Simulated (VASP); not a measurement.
# Zn3SnO (Pm-3m) in VASP: notebook

The runs below take Zn3SnO through single point, relaxation of cell and atoms, with PBEsol.

Everything below comes from runs of VASP 6.6.1. Logs are shortened: lines on timing, memory, paths and dates and some standing lists are left out, and cuts for length are marked.

**1. The cell of the first run**

The structure is cubic, space group Pm-3m (No. 221). Conventional cell: a = 4.263 Å, b = 4.263 Å, c = 4.263 Å, α = 90.00°, β = 90.00°, γ = 90.00°. Within 2.8 Å of Zn (site symmetry 4/mmm) lie 2 O at 2.13 Å. Within 4.0 Å of Sn (site symmetry m-3m) lie 12 Zn at 3.01 Å and 8 O at 3.69 Å. O (site symmetry m-3m) has 6 Zn at 2.13 Å within 2.8 Å.

**2. Single point, PBEsol**

Contents of INCAR:

```
PREC     = Accurate       # precision mode
ENCUT    = 520            # plane-wave cutoff, eV
EDIFF    = 1E-6           # SCF threshold, eV
ISMEAR   = 0              # smearing method
SIGMA    = 0.1            # smearing width, eV
LREAL    = F              # projectors in reciprocal space
LASPH    = T              # aspherical terms in the spheres
NELM     = 80             # most SCF steps
ALGO     = Normal         # electronic algorithm
ISIF     = 2              # what is computed and relaxed
LWAVE    = F              # write WAVECAR
LCHARG   = F              # write CHGCAR
GGA      = PS             # functional
NBANDS   = 36             # bands
```

Contents of KPOINTS:

```
regular mesh
0
Gamma
  6 6 6
```

Contents of POSCAR:

```
Zn3SnO
1.0
    4.2626676044      0.0000000000      0.0000000000
    0.0000000000      4.2626676044      0.0000000000
    0.0000000000      0.0000000000      4.2626676044
Zn Sn O
3 1 1
Direct
    0.0000000000      0.5000000000      0.5000000000
    0.5000000000      0.0000000000      0.5000000000
    0.5000000000      0.5000000000      0.0000000000
    0.0000000000      0.0000000000      0.0000000000
    0.5000000000      0.5000000000      0.5000000000
```

Potentials or basis: VASP PAW PBE potentials, release 64 (Zn, Sn_d, O).

Started as:

```bash
$ cat potpaw_PBE.64/Zn/POTCAR potpaw_PBE.64/Sn_d/POTCAR potpaw_PBE.64/O/POTCAR > POTCAR
$ mpirun -np 1 vasp_std > vasp.out
```

OUTCAR:

```text
PREC = Accurate
   ENCUT = 520
   EDIFF = 1E-6
   ISMEAR = 0
   LREAL = F
   LASPH = T
   NELM = 80
   ISIF = 2
   GGA = PS

 ion  position               nearest neighbor table
   1  0.000  0.500  0.500-   5 2.13   5 2.13   4 3.01   2 3.01   3 3.01   4 3.01   2 3.01   4 3.01
                             4 3.01   2 3.01   3 3.01   3 3.01   3 3.01   2 3.01
   2  0.500  0.000  0.500-   5 2.13   5 2.13   4 3.01   1 3.01   3 3.01   4 3.01   1 3.01   3 3.01
                             3 3.01   3 3.01   1 3.01   4 3.01   4 3.01   1 3.01
   3  0.500  0.500  0.000-   5 2.13   5 2.13   4 3.01   1 3.01   1 3.01   2 3.01   2 3.01   2 3.01
                             4 3.01   2 3.01   1 3.01   4 3.01   1 3.01   4 3.01
   4  0.000  0.000  0.000-   1 3.01   2 3.01   3 3.01   1 3.01   2 3.01   1 3.01   3 3.01   1 3.01
                             2 3.01   3 3.01   2 3.01   3 3.01
   5  0.500  0.500  0.500-   1 2.13   2 2.13   3 2.13   3 2.13   2 2.13   1 2.13

  LATTYP: Found a simple cubic cell.
 ALAT       =     4.2626676044

  Lattice vectors:

 A1 = (   4.2626676044,   0.0000000000,   0.0000000000)
 A2 = (   0.0000000000,   4.2626676044,   0.0000000000)
 A3 = (   0.0000000000,   0.0000000000,   4.2626676044)

Analysis of symmetry for initial positions (statically):
=====================================================================
 Subroutine PRICEL returns:
 Original cell was already a primitive cell.

 Routine SETGRP: Setting up the symmetry group for a
 simple cubic supercell.

 Subroutine GETGRP returns: Found 48 space group operations
 (whereof 48 operations were pure point group operations)
 out of a pool of 48 trial point group operations.

The static configuration has the point symmetry O_h .

Analysis of symmetry for dynamics (positions and initial velocities):
=====================================================================
 Subroutine PRICEL returns:
 Original cell was already a primitive cell.

 Routine SETGRP: Setting up the symmetry group for a
 simple cubic supercell.

 Subroutine GETGRP returns: Found 48 space group operations
 (whereof 48 operations were pure point group operations)
 out of a pool of 48 trial point group operations.

The dynamic configuration has the point symmetry O_h .

 Subroutine INISYM returns: Found 48 space group operations
 (whereof 48 operations are pure point group operations),
 and found     1 'primitive' translations

----------------------------------------------------------------------------------------

                                     Primitive cell

  volume of cell :      77.4541

  direct lattice vectors                    reciprocal lattice vectors
     4.262667604  0.000000000  0.000000000     0.234594881  0.000000000  0.000000000
     0.000000000  4.262667604  0.000000000     0.000000000  0.234594881  0.000000000
     0.000000000  0.000000000  4.262667604     0.000000000  0.000000000  0.234594881

  length of vectors
     4.262667604  4.262667604  4.262667604     0.234594881  0.234594881  0.234594881

  position of ions in fractional coordinates (direct lattice)
     0.000000000  0.500000000  0.500000000
     0.500000000  0.000000000  0.500000000
     0.500000000  0.500000000  0.000000000
     0.000000000  0.000000000  0.000000000
     0.500000000  0.500000000  0.500000000

  ion indices of the primitive-cell ions
   primitive index   ion index
                 1           1
                 2           2
                 3           3
                 4           4
                 5           5

----------------------------------------------------------------------------------------

 KPOINTS: regular mesh

Automatic generation of k-mesh.
 Grid dimensions read from file:
 generate k-points for:    6    6    6

 Generating k-lattice:

  Cartesian coordinates                     Fractional coordinates (reciprocal lattice)
     0.039099147  0.000000000  0.000000000     0.166666667  0.000000000  0.000000000
     0.000000000  0.039099147  0.000000000     0.000000000  0.166666667  0.000000000
[... 56 lines left out ...]
     35      13.9914      0.00000
     36      13.9914      0.00000

 k-point     2 :       0.1667    0.0000    0.0000
  band No.  band energies     occupation
      1     -15.8192      2.00000
      2     -15.8164      2.00000
      3     -15.8164      2.00000
      4     -15.8153      2.00000
      5     -15.8151      2.00000
      6     -14.5808      2.00000
[... 28 lines left out ...]
     35      13.0286      0.00000
     36      13.2980      0.00000

 k-point     3 :       0.3333    0.0000    0.0000
  band No.  band energies     occupation
      1     -15.8183      2.00000
      2     -15.8183      2.00000
      3     -15.8182      2.00000
      4     -15.8150      2.00000
      5     -15.8058      2.00000
      6     -14.5198      2.00000
[... 28 lines left out ...]
     35      11.7673      0.00000
     36      13.0436      0.00000

 k-point     4 :       0.5000    0.0000    0.0000
  band No.  band energies     occupation
      1     -15.8193      2.00000
      2     -15.8193      2.00000
      3     -15.8177      2.00000
      4     -15.8148      2.00000
      5     -15.8012      2.00000
      6     -14.4885      2.00000
[... 28 lines left out ...]
     35      12.9519      0.00000
     36      12.9519      0.00000

 k-point     5 :       0.1667    0.1667    0.0000
  band No.  band energies     occupation
      1     -15.8182      2.00000
      2     -15.8166      2.00000
      3     -15.8162      2.00000
      4     -15.8162      2.00000
      5     -15.8125      2.00000
      6     -14.5508      2.00000
[... 499 lines left out ...]
 k-point    18 :       0.5000    0.3333    0.3333
  band No.  band energies     occupation
      1     -15.8273      2.00000
      2     -15.8255      2.00000
      3     -15.8235      2.00000
      4     -15.7979      2.00000
      5     -15.7934      2.00000
      6     -14.3133      2.00000
[... 28 lines left out ...]
     35      13.5888      0.00000
     36      14.8249      0.00000

 k-point    19 :       0.5000    0.5000    0.3333
  band No.  band energies     occupation
      1     -15.8289      2.00000
      2     -15.8254      2.00000
      3     -15.8254      2.00000
      4     -15.7957      2.00000
      5     -15.7911      2.00000
      6     -14.2849      2.00000
[... 28 lines left out ...]
     35      14.4685      0.00000
     36      15.5878      0.00000

 k-point    20 :       0.5000    0.5000    0.5000
  band No.  band energies     occupation
      1     -15.8277      2.00000
      2     -15.8277      2.00000
      3     -15.8277      2.00000
      4     -15.7913      2.00000
      5     -15.7913      2.00000
      6     -14.2579      2.00000
[... 28 lines left out ...]
     35      15.5178      0.00000
     36      16.0658      0.00000

------------------------ aborting loop because EDIFF is reached ----------------------------------------

  FORCE on cell =-STRESS in cart. coord.  units (eV):
  Direction    XX          YY          ZZ          XY          YZ          ZX
  --------------------------------------------------------------------------------------
  -------------------------------------------------------------------------------------
  Total        0.1948155      0.1948155      0.1948155     -0.0000000     -0.0000000     -0.0000000
  in kB        4.0298584      4.0298584      4.0298584     -0.0000000     -0.0000000     -0.0000000
  external PRESSURE =       4.0298584 kB  Pullay stress =       0.0000000 kB

 VOLUME and BASIS-vectors are now :
 -----------------------------------------------------------------------------
  energy-cutoff  :      520.00
  volume of cell :       77.45
      direct lattice vectors                 reciprocal lattice vectors
     4.262667604  0.000000000  0.000000000     0.234594881  0.000000000  0.000000000
     0.000000000  4.262667604  0.000000000     0.000000000  0.234594881  0.000000000
     0.000000000  0.000000000  4.262667604     0.000000000  0.000000000  0.234594881

 POSITION                                       TOTAL-FORCE (eV/Angst)
 -----------------------------------------------------------------------------------
      0.00000      2.13133      2.13133         0.000000      0.000000      0.000000
      2.13133      0.00000      2.13133         0.000000      0.000000      0.000000
      2.13133      2.13133      0.00000         0.000000      0.000000      0.000000
      0.00000      0.00000      0.00000         0.000000      0.000000      0.000000
      2.13133      2.13133      2.13133         0.000000      0.000000      0.000000
 -----------------------------------------------------------------------------------
    total drift:                                0.000000     -0.000000     -0.000000

  FREE ENERGIE OF THE ION-ELECTRON SYSTEM (eV)
  ---------------------------------------------------
  free  energy   TOTEN  =       -14.8917384860 eV

  energy  without entropy=      -14.8804262039  energy(sigma->0) =      -14.88608234
```

It took 78 s on 1 thread of Intel Xeon 8259CL, shared host; peak memory 0.2 GiB.

Results:

```yaml
Free_energy: -14.8917 eV
Pressure: 0.4 GPa
Band_gap_on_the_k_mesh: zero (bands 28 and 29 overlap by 0.77 eV)
```

Levels at points of the mesh, in eV from the Fermi level:
| k point | band 26 | band 27 | band 28 | band 29 | band 30 | band 31 |
| --- | --- | --- | --- | --- | --- | --- |
| (0.00, 0.00, 0.00) | -0.44 | -0.44 | -0.44 | -0.35 | -0.35 | 0.56 |
| (0.50, 0.00, 0.00) | -4.01 | -0.02 | -0.02 | 0.64 | 2.32 | 2.48 |
| (0.50, 0.50, 0.00) | -2.30 | -1.57 | -1.57 | 1.78 | 2.45 | 3.11 |
| (0.50, 0.50, 0.50) | -3.87 | -3.87 | -3.87 | 1.34 | 1.34 | 1.34 |

Caveat: semilocal functionals underestimate gaps, and a narrow one can read as zero; the PAW data sets were made with another functional, which shifts forces and pressure a little; spin-orbit coupling is left out, which moves the levels of the heavy elements.

**3. Single point, PBEsol**

Contents of INCAR:

```
SYSTEM = Zn3SnO
PREC = Accurate
ENCUT = 520
EDIFF = 1E-6
ISMEAR = 0
SIGMA = 0.1
LREAL = .FALSE.
LASPH = .TRUE.
NELM = 80
ALGO = Normal
ISIF = 2
LWAVE = .FALSE.
LCHARG = .TRUE.
GGA = PS
LELF = .TRUE.
LVHAR = .TRUE.
NBANDS = 36
```

Contents of KPOINTS:

```
regular mesh
0
G
  8 8 8
  0 0 0
```

POSCAR is that of step 2.

Potentials or basis: VASP PAW PBE potentials, release 64 (Zn, Sn_d, O).

Started as:

```bash
$ cat potpaw_PBE.64/Zn/POTCAR potpaw_PBE.64/Sn_d/POTCAR potpaw_PBE.64/O/POTCAR > POTCAR
$ mpirun -np 1 vasp_std > vasp.out
```

Run time: 2.2 min. Hardware: 1 thread of Intel Xeon 8259CL, shared host; peak memory 0.23 GiB.

Results (log left out):

```yaml
Free_energy: -14.8897 eV
Pressure: 0.3 GPa
Band_gap_on_the_k_mesh: zero (bands 28 and 29 overlap by 1.08 eV)
```

Levels at points of the mesh, in eV from the Fermi level:
| k point | band 25 | band 26 | band 27 | band 28 | band 29 | band 30 | band 31 | band 32 |
| --- | --- | --- | --- | --- | --- | --- | --- | --- |
| (0.00, 0.00, 0.00) | -6.18 | -0.48 | -0.48 | -0.48 | -0.38 | -0.38 | 0.53 | 5.97 |
| (0.50, 0.00, 0.00) | -5.25 | -4.05 | -0.05 | -0.05 | 0.61 | 2.29 | 2.44 | 3.60 |
| (0.50, 0.50, 0.00) | -4.93 | -2.34 | -1.61 | -1.61 | 1.75 | 2.42 | 3.07 | 3.07 |
| (0.50, 0.50, 0.50) | -5.09 | -3.90 | -3.90 | -3.90 | 1.30 | 1.30 | 1.30 | 3.26 |

Caveat: the PAW data sets were made with another functional, which shifts forces and pressure a little; spin-orbit coupling is left out, which moves the levels of the heavy elements.

**4. Relaxation of cell and atoms, PBEsol**

This run uses another cell than the first one, of 12.65 Å³/atom.

Contents of INCAR:

```
PREC     = Accurate       # precision mode
ENCUT    = 600            # plane-wave cutoff, eV
EDIFF    = 1E-6           # SCF threshold, eV
ISMEAR   = 0              # smearing method
SIGMA    = 0.1            # smearing width, eV
LREAL    = False          # projectors in reciprocal space
LASPH    = True           # aspherical terms in the spheres
NELM     = 60             # most SCF steps
ALGO     = Normal         # electronic algorithm
ISIF     = 3              # what is computed and relaxed
LWAVE    = False          # write WAVECAR
LCHARG   = False          # write CHGCAR
GGA      = PS             # functional
IBRION   = 2              # ionic algorithm
NSW      = 100            # ionic steps
EDIFFG   = -0.05          # ionic threshold
```

Contents of KPOINTS:

```
Automatic mesh
0
Gamma
  6 6 6
```

POSCAR: that of step 3 with these lines changed.

```diff
@@ -2,5 +2,5 @@
 1.0
-    4.2626676044      0.0000000000      0.0000000000
-    0.0000000000      4.2626676044      0.0000000000
-    0.0000000000      0.0000000000      4.2626676044
+    3.9845265823      0.0000000000      0.0000000000
+    0.0000000000      3.9845265823      0.0000000000
+    0.0000000000      0.0000000000      3.9845265823
 Zn Sn O
```

Started as:

```bash
$ cat potpaw_PBE.64/Zn/POTCAR potpaw_PBE.64/Sn_d/POTCAR potpaw_PBE.64/O/POTCAR > POTCAR
$ mpirun -np 1 vasp_std > vasp.out
```

Wall time 3.9 min (1 thread of Intel Xeon 8259CL, shared host); peak memory 0.21 GiB.

The run converged. Its results:

| Quantity | Value |
| --- | --- |
| Free energy | -14.8841 eV |
| Relaxed volume | 15.54 Å³/atom |
| Relaxed cell | a = 4.268 Å, b = 4.268 Å, c = 4.268 Å, α = 90.00°, β = 90.00°, γ = 90.00° |
| Space group after relaxing (to 0.1 Å) | Pm-3m (No. 221) |
| Energy gained by relaxing | 227.0 meV/atom |
| Ionic steps | 3 |
| Pressure after relaxing | 0.1 GPa |
| Band gap on the k mesh | zero (bands 28 and 29 overlap by 0.77 eV) |

Step by step:
| step | energy change (eV) | largest force (eV/Å) | pressure (GPa) | volume (Å³) |
| --- | --- | --- | --- | --- |
| 1 | 0.0000 | 0.0000 | 30.41 | 63.26 |
| 2 | -0.8457 | 0.0000 | -8.08 | 87.90 |
| 3 | -1.1351 | 0.0000 | 0.12 | 77.72 |

Final structure:
```
Zn Sn O
1.0
     4.26757    0.00000    0.00000
     0.00000    4.26757    0.00000
     0.00000    0.00000    4.26757
Zn Sn O
3 1 1
Direct
  0.00000 0.50000 0.50000
  0.50000 0.00000 0.50000
  0.50000 0.50000 0.00000
  0.00000 0.00000 0.00000
  0.50000 0.50000 0.50000
```

Levels at points of the mesh, in eV from the Fermi level:
| k point | band 26 | band 27 | band 28 | band 29 | band 30 | band 31 |
| --- | --- | --- | --- | --- | --- | --- |
| (0.00, 0.00, 0.00) | -0.44 | -0.44 | -0.44 | -0.35 | -0.35 | 0.54 |
| (0.50, 0.00, 0.00) | -4.01 | -0.02 | -0.02 | 0.64 | 2.32 | 2.46 |
| (0.50, 0.50, 0.00) | -2.30 | -1.56 | -1.56 | 1.77 | 2.45 | 3.11 |
| (0.50, 0.50, 0.50) | -3.85 | -3.85 | -3.85 | 1.33 | 1.33 | 1.33 |

Caveat: the volume moved by over 15 % at a fixed basis, so the end points are rough; semilocal functionals underestimate gaps, and a narrow one can read as zero; the PAW data sets were made with another functional, which shifts forces and pressure a little; spin-orbit coupling is left out, which moves the levels of the heavy elements.

**5. Relaxation of cell and atoms, PBEsol**

Contents of INCAR:

```
ALGO = Normal ; EDIFF = 1E-7
EDIFFG = -0.005 ; ENCUT = 600
GGA = PS ; IBRION = 2
ISIF = 3 ; ISMEAR = 0
LASPH = T ; LCHARG = F
LREAL = F ; LWAVE = F
NELM = 100 ; NSW = 100
PREC = Accurate ; SIGMA = 0.1
```

Contents of KPOINTS:

```
k-points
0
Gamma
  8 8 8
```

POSCAR: that of step 4 with these lines changed.

```diff
@@ -2,5 +2,5 @@
 1.0
-    3.9845265823      0.0000000000      0.0000000000
-    0.0000000000      3.9845265823      0.0000000000
-    0.0000000000      0.0000000000      3.9845265823
+    4.2626676044      0.0000000000      0.0000000000
+    0.0000000000      4.2626676044      0.0000000000
+    0.0000000000      0.0000000000      4.2626676044
 Zn Sn O
```

Started as:

```bash
$ cat potpaw_PBE.64/Zn/POTCAR potpaw_PBE.64/Sn_d/POTCAR potpaw_PBE.64/O/POTCAR > POTCAR
$ mpirun -np 1 vasp_std > vasp.out
```

Wall time 6 min (1 thread of Intel Xeon 8259CL, shared host); peak memory 0.28 GiB.

It converged, with:

- Free energy: -14.8914 eV
- Relaxed volume: 15.53 Å³/atom
- Relaxed cell: a = 4.267 Å, b = 4.267 Å, c = 4.267 Å, α = 90.00°, β = 90.00°, γ = 90.00°
- Space group after relaxing (to 0.1 Å): Pm-3m (No. 221)
- Energy gained by relaxing: 0.0 meV/atom
- Ionic steps: 3
- Pressure after relaxing: 0.0 GPa
- Band gap on the k mesh: zero (bands 28 and 29 overlap by 1.08 eV)

Step by step:
```
step  energy change (eV)  largest force (eV/Å)  pressure (GPa)  volume (Å³)
   1              0.0000                0.0000            0.25        77.45
   2             -0.0002                0.0000           -0.06        77.72
   3             -0.0002                0.0000            0.00        77.67
```

Final structure:
```
CELL_PARAMETERS angstrom
4.26661 0.00000 0.00000
0.00000 4.26661 0.00000
0.00000 0.00000 4.26661
ATOMIC_POSITIONS crystal
Zn 0.00000 0.50000 0.50000
Zn 0.50000 0.00000 0.50000
Zn 0.50000 0.50000 0.00000
Sn 0.00000 0.00000 0.00000
O 0.50000 0.50000 0.50000
```

Levels at points of the mesh, in eV from the Fermi level:
| k point | band 24 | band 25 | band 26 | band 27 | band 28 | band 29 | band 30 | band 31 | band 32 | band 33 |
| --- | --- | --- | --- | --- | --- | --- | --- | --- | --- | --- |
| (0.00, 0.00, 0.00) | -6.16 | -6.16 | -0.47 | -0.47 | -0.47 | -0.39 | -0.39 | 0.51 | 5.97 | 5.97 |
| (0.50, 0.00, 0.00) | -5.37 | -5.25 | -4.05 | -0.05 | -0.05 | 0.60 | 2.29 | 2.42 | 3.59 | 3.59 |
| (0.50, 0.50, 0.00) | -6.25 | -4.92 | -2.34 | -1.61 | -1.61 | 1.74 | 2.42 | 3.07 | 3.07 | 4.58 |
| (0.50, 0.50, 0.50) | -5.17 | -5.09 | -3.89 | -3.89 | -3.89 | 1.29 | 1.29 | 1.29 | 3.25 | 10.23 |

Caveat: the PAW data sets were made with another functional, which shifts forces and pressure a little; spin-orbit coupling is left out, which moves the levels of the heavy elements.

**6. Overview**

| task | cell | k mesh | cutoff (eV) | gap on the mesh (eV) | pressure (GPa) | relaxed volume (Å³/atom) |
| --- | --- | --- | --- | --- | --- | --- |
| single point | a = 4.263 Å, 5 atoms | 6 × 6 × 6 | 520 | none | 0.4 | - |
| single point | a = 4.263 Å, 5 atoms | 8 × 8 × 8 | 520 | none | 0.3 | - |
| relaxation of cell and atoms | relaxed from a = 3.985 Å, 5 atoms | 6 × 6 × 6 | 600 | none | 0.1 | 15.54 |
| relaxation of cell and atoms | relaxed from a = 4.263 Å, 5 atoms | 8 × 8 × 8 | 600 | none | 0.0 | 15.53 |

Alike in all rows: level PBEsol; potentials or basis VASP PAW PBE potentials, release 64 (Zn, Sn_d, O); no spin polarisation; smearing gaussian 0.1 eV.

Caveats: the PAW data sets were made with another functional, which shifts forces and pressure a little; spin-orbit coupling is left out, which moves the levels of the heavy elements; semilocal functionals underestimate gaps, and a narrow one can read as zero (at least some runs); the volume moved by over 15 % at a fixed basis, so the end points are rough (at least some runs).

Total energies depend on the potentials used, so only differences within one code and one set of settings carry meaning.
